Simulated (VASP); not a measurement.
Set up this calculation in VASP 6.6.1, as the native input.

```yaml
Task: single point
Functional: PBE
Potentials_or_basis: VASP PAW PBE potentials, release 64 (Si, C)
Cutoff: 520 eV
k_mesh: 6 × 6 × 2
Occupations: gaussian, width 0.1 eV
Spin: collinear spin
Starting_moments: "[0.0, 0.0, 0.0, 0.0, 0.0, 1.0] μB"
Dipole_correction: no
Further_INCAR_settings: ALGO = Normal; EDIFF = 1e-07; NBANDS = 25
```

The structure of Si5C lies in POSCAR:

```
Si5C
1.0
    3.1061795975      0.0000000000      0.0000000000
   -1.5530897987      2.6900304401      0.0000000000
    0.0000000000      0.0000000000     13.8531318341
Si C
5 1
Direct
    0.3333333333      0.6666666667      0.5847951382
    0.3333333333      0.6666666667      0.0000000000
    0.3333333333      0.6666666667      0.4152048618
    0.6666666667      0.3333333333      0.7025091880
    0.6666666667      0.3333333333      0.2974908120
    0.6666666667      0.3333333333      0.0000000000
```

These files were run (other wordings do the same):

INCAR

```
SYSTEM = Si5C
PREC = Accurate ; ENCUT = 520
EDIFF = 1E-7 ; ISMEAR = 0
SIGMA = 0.1 ; LREAL = .FALSE.
LASPH = .TRUE. ; NELM = 150
ALGO = Normal ; ISIF = 2
LWAVE = .FALSE. ; LCHARG = .TRUE.
ISPIN = 2 ; MAGMOM = 0 0 0 0 0 1
LORBIT = 11 ; GGA = PE
LELF = .TRUE. ; LVHAR = .TRUE.
NBANDS = 25
```

KPOINTS

```
Automatic mesh
0
G
  6 6 2
  0 0 0
```

Potentials or basis: VASP PAW PBE potentials, release 64 (Si, C).

Launch:

```console
$ cat potpaw_PBE.64/Si/POTCAR potpaw_PBE.64/C/POTCAR > POTCAR
$ mpirun -np 1 vasp_std > vasp.out
```

It gave:

* Pressure: -0.1 GPa
* Largest force: 0.020 eV/Å
* Band gap on the k mesh: zero (filled and empty bands overlap)
* Net moment: 0.00 μB per cell
* Valence electrons inside the program's atomic spheres: Si 1.61, 1.71, 1.58 (each value once); C 2.53

Caveat: the k points lie up to 0.39 Å⁻¹ apart, too coarse for converged energies and pressures of a metal.

Wall time 66 s on 1 thread of Intel(R) Xeon(R) 6975P-C (Granite Rapids) (shared host), peak memory 0.3 GiB.
